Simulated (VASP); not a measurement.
# Se (P3_121) in VASP: further runs, part 3 of 3

VASP 6.6.1. Earlier steps stand in the parts before.

## 5. Single point, PBE+D3(BJ) (c/a of the conventional cell at fixed volume 1.2605)

Input file INCAR:

```
PREC = Accurate
ENCUT = 520
EDIFF = 1E-7
ISMEAR = 0
SIGMA = 0.05
LREAL = F
LASPH = T
NELM = 60
ALGO = Normal
ISIF = 2
LWAVE = F
LCHARG = T
GGA = PE
IVDW = 12
LELF = T
LVHAR = T
NBANDS = 16
```

Input file KPOINTS:

```
Automatic mesh
0
Gamma
  9 9 8
```

Input file POSCAR:

```
Se
1.0
    4.0681465756      0.0000000000      0.0000000000
   -2.0340732878      3.5231182808      0.0000000000
    0.0000000000      0.0000000000      5.1277306289
Se
3
Direct
    0.2934348538      0.0000000000      0.3333333333
    0.0000000000      0.2934348538      0.6666666667
    0.7065651462      0.7065651462      0.0000000000
```

Potentials or basis: VASP PAW PBE potentials, release 64 (Se).

Launch:

```
$ cat potpaw_PBE.64/Se/POTCAR > POTCAR
$ mpirun -np 1 vasp_std > vasp.out
```

OUTCAR:

```text
PREC = Accurate
   ENCUT = 520
   EDIFF = 1E-7
   ISMEAR = 0
   LREAL = F
   LASPH = T
   NELM = 60
   ISIF = 2
   GGA = PE
   IVDW = 12
 IVDW          = 12

 ion  position               nearest neighbor table
   1  0.293  0.000  0.333-   3 2.68   2 2.68
   2  0.000  0.293  0.667-   3 2.68   1 2.68
   3  0.707  0.707  0.000-   1 2.68   2 2.68

  LATTYP: Found a hexagonal cell.
 ALAT       =     4.0681465756
 C/A-ratio  =     1.2604586717

  Lattice vectors:

 A1 = (   4.0681465756,   0.0000000000,   0.0000000000)
 A2 = (  -2.0340732878,   3.5231182808,   0.0000000000)
 A3 = (   0.0000000000,   0.0000000000,   5.1277306289)

Analysis of symmetry for initial positions (statically):
=====================================================================
 Subroutine PRICEL returns:
 Original cell was already a primitive cell.

 Routine SETGRP: Setting up the symmetry group for a
 hexagonal supercell.

 Subroutine GETGRP returns: Found  6 space group operations
 (whereof  2 operations were pure point group operations)
 out of a pool of 24 trial point group operations.

The static configuration has the point symmetry C_2 .
 The point group associated with its full space group is D_3 .

Analysis of symmetry for dynamics (positions and initial velocities):
=====================================================================
 Subroutine PRICEL returns:
 Original cell was already a primitive cell.

 Routine SETGRP: Setting up the symmetry group for a
 hexagonal supercell.

 Subroutine GETGRP returns: Found  6 space group operations
 (whereof  2 operations were pure point group operations)
 out of a pool of 24 trial point group operations.

The dynamic configuration has the point symmetry C_2 .
 The point group associated with its full space group is D_3 .

 Subroutine INISYM returns: Found  6 space group operations
 (whereof  2 operations are pure point group operations),
 and found     1 'primitive' translations

----------------------------------------------------------------------------------------

                                     Primitive cell

  volume of cell :      73.4935

  direct lattice vectors                    reciprocal lattice vectors
     4.068146576  0.000000000  0.000000000     0.245812185  0.141919731  0.000000000
    -2.034073288  3.523118281  0.000000000     0.000000000  0.283839463  0.000000000
     0.000000000  0.000000000  5.127730629     0.000000000  0.000000000  0.195018045

  length of vectors
     4.068146576  4.068146576  5.127730629     0.283839463  0.283839463  0.195018045

  position of ions in fractional coordinates (direct lattice)
     0.293434854  0.000000000  0.333333333
     1.000000000  0.293434854  0.666666667
     0.706565146  0.706565146  0.000000000

  ion indices of the primitive-cell ions
   primitive index   ion index
                 1           1
                 2           2
                 3           3

----------------------------------------------------------------------------------------

 KPOINTS: Automatic mesh

Automatic generation of k-mesh.
 Grid dimensions read from file:
 generate k-points for:    9    9    8

 Generating k-lattice:

  Cartesian coordinates                     Fractional coordinates (reciprocal lattice)
     0.027312465  0.015768859  0.000000000     0.111111111  0.000000000  0.000000000
     0.000000000  0.031537718  0.000000000     0.000000000  0.111111111  0.000000000
     0.000000000  0.000000000  0.024377256     0.000000000  0.000000000  0.125000000

  Length of vectors
     0.031537718  0.031537718  0.024377256

  Shift w.r.t. Gamma in fractional coordinates (k-lattice)
     0.000000000  0.000000000  0.000000000

 Subroutine IBZKPT returns following result:
 ===========================================

 Found     81 irreducible k-points:

 Following reciprocal coordinates:
            Coordinates               Weight
  0.000000  0.000000  0.000000      1.000000
  0.111111 -0.000000  0.000000      6.000000
  0.222222  0.000000  0.000000      6.000000
  0.333333 -0.000000  0.000000      6.000000
  0.444444  0.000000  0.000000      6.000000
  0.111111  0.111111  0.000000      6.000000
[... 16 lines left out ...]
  0.222222  0.111111  0.125000     12.000000
 -0.111111  0.333333  0.125000     12.000000
 [... further k-points ...]
   k-points           NKPTS =     81   k-points in BZ     NKDIM =     81   number of bands    NBANDS=     16
   number of dos      NEDOS =    301   number of ions     NIONS =      3
   total plane-waves  NPLWV =  36000
   dimension x,y,z NGX =    30 NGY =   30 NGZ =   40
   dimension x,y,z NGXF=    60 NGYF=   60 NGZF=   80
   ions per type =               3
   NGX,Y,Z   is equivalent  to a cutoff of  12.26, 12.26, 12.97 a.u.
   NGXF,Y,Z  is equivalent  to a cutoff of  24.52, 24.52, 25.94 a.u.
 SYSTEM =  unknown system
   PREC   = accura    normal or accurate (medium, high low for compatibility)
   ISTART =      0    job   : 0-new  1-cont  2-samecut
   ICHARG =      2    charge: 1-file 2-atom 10-const
   ISPIN  =      1    spin polarized calculation?
   LNONCOLLINEAR =      F non collinear calculations
   LSORBIT =      F    spin-orbit coupling
   LASPH  =      T    aspherical Exc in radial PAW
   ENCUT  =  520.0 eV  38.22 Ry    6.18 a.u.   7.56  7.56  9.53*2*pi/ulx,y,z
   NELM   =     60;   NELMIN=  2; NELMDL= -5     # of ELM steps
   EDIFF  = 0.1E-06   stopping-criterion for ELM
   LREAL  =      F    real-space projection
   EDIFFG = 0.1E-05   stopping-criterion for IOM
   NSW    =      0    number of steps for IOM
   IBRION =     -1    ionic relax: 0-MD 1-quasi-New 2-CG
   NFREE  =      0    steps in history (QN), initial steepest desc. (CG)
   ISIF   =      2    stress and relaxation
   ISYM   =      2    0-nonsym 1-usesym 2-fastsym
   POTIM  = 0.5000    time-step for ionic-motion
   TEBEG  =    0.0;   TEEND  =   0.0 temperature during run
   PSTRESS=    0.0 pullay stress
   NELECT =      18.0000    total number of electrons
   NUPDOWN=      -1.0000    fix difference up-down
   EMIN   =  10.00;   EMAX   =-10.00  energy-range for DOS
   EFERMI =   0.00;   METHOD = LEGACY
   ISMEAR =     0;   SIGMA  =   0.05  broadening in eV -4-tet -1-fermi 0-gaus
   EFERMI_NEDOS =   21; number of points for ismear=-14 and -15
   IALGO  =     38    algorithm
   IMIX   =      4    mixing-type and parameters
     AMIX     =   0.40;   BMIX     =  1.00
     AMIX_MAG =   1.60;   BMIX_MAG =  1.00
  volume/ion in A,a.u.               =      24.50       165.32
  Fermi-wavevector in a.u.,A,eV,Ry     =   1.024274  1.935597 14.274368  1.049136
  Thomas-Fermi vector in A             =   2.158052
   LORBIT       =      0    0 simple, 1 ext, 2 COOP (PROOUT), +10 PAW based schemes
   GGA     = PE    functional components
   LHFCALC =     F    Hartree Fock is set to
   AEXX    =    0.0000 exact exchange contribution
   IVDW    =    12    specifies the selected vdW correction
   LEPSILON=     F    determine dielectric tensor
   LRPA    =     F    only Hartree local field effects (RPA)
 non-spin polarized calculation
 Gauss-broadening in eV      SIGMA  =   0.05
  energy-cutoff  :      520.00
  volume of cell :       73.49
 maximum number of plane-waves:      2000
   NGX = 15   NGY = 15   NGZ = 19

 number of electron      18.0000000 magnetization

 Free energy of the ion-electron system (eV)
  ---------------------------------------------------
  ext. energy  EPLUGINS =         0.00000000
  ---------------------------------------------------
  free energy    TOTEN  =       -10.10580546 eV

  energy without entropy =      -10.10429343  energy(sigma->0) =      -10.10504944

 E-fermi :   3.8781     XC(G=0):  -9.5288

 val. band max:        3.8679116780   @ k =  -0.1111   0.4444   0.3750
 cond. band min:       3.8892369828   @ k =   0.0000   0.0000   0.5000
 fundamental gap:      0.0213253049
 Fermi energy:         3.8781057661

 k-point     1 :       0.0000    0.0000    0.0000
  band No.  band energies     occupation
      1     -11.7178      2.00000
      2      -8.0881      2.00000
      3      -8.0881      2.00000
      4       0.5001      2.00000
      5       0.8445      2.00000
      6       0.8445      2.00000
[... 433 lines left out ...]
      3      -7.7913      2.00000
      4      -1.4847      2.00000
      5      -0.6398      2.00000
      6       0.0333      2.00000
[... 8 lines left out ...]
     15      13.1261      0.00000
     16      13.6739      0.00000

 [... further k-points ...]

------------------------ aborting loop because EDIFF is reached ----------------------------------------

 Edisp (eV)   -1.07006

 E8    (eV) :    -0.4421

  FORCE on cell =-STRESS in cart. coord.  units (eV):
  Direction    XX          YY          ZZ          XY          YZ          ZX
  --------------------------------------------------------------------------------------
  -------------------------------------------------------------------------------------
  Total      -2.62895    -2.62895    -2.42425     0.00000     0.00000     0.00000
  in kB     -57.31185   -57.31185   -52.84923     0.00000     0.00000     0.00000
  external pressure =      -55.82 kB  Pullay stress =        0.00 kB

 VOLUME and BASIS-vectors are now :
 -----------------------------------------------------------------------------
  energy-cutoff  :      520.00
  volume of cell :       73.49
      direct lattice vectors                 reciprocal lattice vectors
     4.068146576  0.000000000  0.000000000     0.245812185  0.141919731  0.000000000
    -2.034073288  3.523118281  0.000000000     0.000000000  0.283839463  0.000000000
     0.000000000  0.000000000  5.127730629     0.000000000  0.000000000  0.195018045

 POSITION                                       TOTAL-FORCE (eV/Angst)
 -----------------------------------------------------------------------------------
      1.19374      0.00000      1.70924        -0.750339     -0.000000     -0.000000
     -0.59687      1.03381      3.41849         0.375170     -0.649813      0.000000
      1.43721      2.48931      0.00000         0.375170      0.649813      0.000000
 -----------------------------------------------------------------------------------
    total drift:                               -0.000000     -0.000000      0.000000

  FREE ENERGIE OF THE ION-ELECTRON SYSTEM (eV)
  ---------------------------------------------------
  free  energy   TOTEN  =       -11.1758680359 eV

  energy  without entropy=      -11.1743560023  energy(sigma->0) =      -11.17511202
```

It took 38 s on 1 thread of AMD EPYC 9R45 (Zen 5), shared host; peak memory 0.2 GiB.

Results:

```yaml
Free_energy: -11.1759 eV
Pressure: -5.6 GPa
Largest_force: 0.750 eV/Å
Band_gap_on_the_k_mesh: zero (band 9 reaches 3.92 eV, above the bottom of band 10 at 3.64 eV)
Dispersion_energy_per_atom: -0.357 eV
```

Forces in eV/Å, atoms in the order of the input:
```
Se  -0.750  0.000  0.000
Se   0.375 -0.650  0.000
Se   0.375  0.650  0.000
```

Caveat: pairwise dispersion overbinds metals, which lowers pressure and volume.

## 6. Single point, PBE+D3(BJ) (c/a of the conventional cell at fixed volume 1.5126)

Input file INCAR:

```
PREC = Accurate
ENCUT = 520
EDIFF = 1E-6
ISMEAR = 0
SIGMA = 0.05
LREAL = False
LASPH = True
NELM = 60
ALGO = Normal
ISIF = 2
LWAVE = False
LCHARG = False
GGA = PE
IVDW = 12
NBANDS = 16
```

KPOINTS is that of step 5.

Input file POSCAR:

```
Se
1.0
    3.8282306585      0.0000000000      0.0000000000
   -1.9141153292      3.3153450018      0.0000000000
    0.0000000000      0.0000000000      5.7905816940
Se
3
Direct
    0.2166185459      0.0000000000      0.3333333333
    0.0000000000      0.2166185459      0.6666666667
    0.7833814541      0.7833814541      0.0000000000
```

Potentials or basis: VASP PAW PBE potentials, release 64 (Se).

Launch:

```
$ cat potpaw_PBE.64/Se/POTCAR > POTCAR
$ mpirun -np 1 vasp_std > vasp.out
```

It took 40 s on 1 thread of AMD EPYC 9R45 (Zen 5), shared host; peak memory 0.21 GiB.

The run converged. Its results:

- Free energy: -11.1133 eV
- Pressure: 0.8 GPa
- Largest force: 0.908 eV/Å
- Band gap on the k mesh: zero (band 9 reaches 3.71 eV, above the bottom of band 10 at 3.35 eV)
- Dispersion energy per atom: -0.357 eV

Forces in eV/Å, atoms in the order of the input:
```
Se   0.908  0.000  0.000
Se  -0.454  0.787  0.000
Se  -0.454 -0.787  0.000
```

Stress tensor (GPa, compression positive):
```
 2.84  0.00  0.00
 0.00  2.84  0.00
 0.00  0.00 -3.26
```

Levels at points of the mesh, in eV from the Fermi level:
| k point | band 5 | band 6 | band 7 | band 8 | band 9 | band 10 | band 11 | band 12 | band 13 | band 14 |
| --- | --- | --- | --- | --- | --- | --- | --- | --- | --- | --- |
| (0.00, 0.00, 0.00) | -3.13 | -2.44 | -1.17 | -1.17 | 0.23 | 1.39 | 1.39 | 3.65 | 6.23 | 6.23 |
| (0.00, 0.00, 0.50) | -2.13 | -2.13 | -1.16 | -0.52 | -0.52 | 0.75 | 2.34 | 2.34 | 6.02 | 7.87 |

Caveat: pairwise dispersion overbinds metals, which lowers pressure and volume.

## 7. The runs side by side

| cell | gap on the mesh (eV) | pressure (GPa) | largest force (eV/Å) |
| --- | --- | --- | --- |
| a = 4.068, b = 4.068, c = 5.128 Å, angles 90.0, 90.0, 120.0°, 3 atoms | none | -5.6 | 0.75 |
| a = 3.828, b = 3.828, c = 5.791 Å, angles 90.0, 90.0, 120.0°, 3 atoms | none | 0.8 | 0.91 |
| a = 3.941, b = 3.941, c = 5.464 Å, angles 90.0, 90.0, 120.0°, 3 atoms | none | -4.0 | 0.46 |

Some of these runs hold the atoms at other places in the same cell, which the table doesn't show; runs alike in all that it shows share one row.

Alike in all rows: task single point; level PBE+D3(BJ); potentials or basis VASP PAW PBE potentials, release 64 (Se); no spin polarisation; k mesh 9 × 9 × 8; cutoff (eV) 520; smearing gaussian 0.05 eV.

Caveats: pairwise dispersion overbinds metals, which lowers pressure and volume.

Absolute energies hang on the potentials; compare differences alone.
